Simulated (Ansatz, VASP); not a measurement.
## One calculation of HCl, two programs

```
H Cl
1.0
     0.00000    2.60062    2.80594
     2.60062    0.00000    2.80594
     2.60062    2.60062    0.00000
H Cl
1 1
Direct
  0.00000 0.00000 0.00000
  0.50000 0.50000 0.50000
```

Change from the starting cell: strain -0.050 along x and y, +0.025 along z, atoms carried along.

Alike in both runs: task single point; functional LDA; k mesh 16 × 16 × 16; occupations gaussian, width 0.15 eV; no spin polarisation.

|  | VASP | Ansatz |
| --- | --- | --- |
| version | VASP 6.6.1 | Ansatz 0.2.0 |
| potentials or method | VASP PAW LDA potentials, release 64 (H, Cl), cutoff 520 eV | scalar-relativistic, plane waves, PAW |
| valence electrons in the cell | 8 | 8 |

Ansatz gave:

* gap on the k mesh at the Fermi level (eV): none
* pressure (GPa): -11.9
* traceless stress, the component that is largest in VASP (GPa): 3.69

**Question.** What did VASP give for the same quantities?

**Answer.** gap on the k mesh at the Fermi level (eV): none; pressure (GPa): -12.0; traceless stress, the component that is largest in VASP (GPa): 3.69.

LDA's correlation is that of Perdew and Zunger in VASP and of Perdew and Wang (1992) in Ansatz. A gap of «none» marks a metal or a gap that the smearing closes.
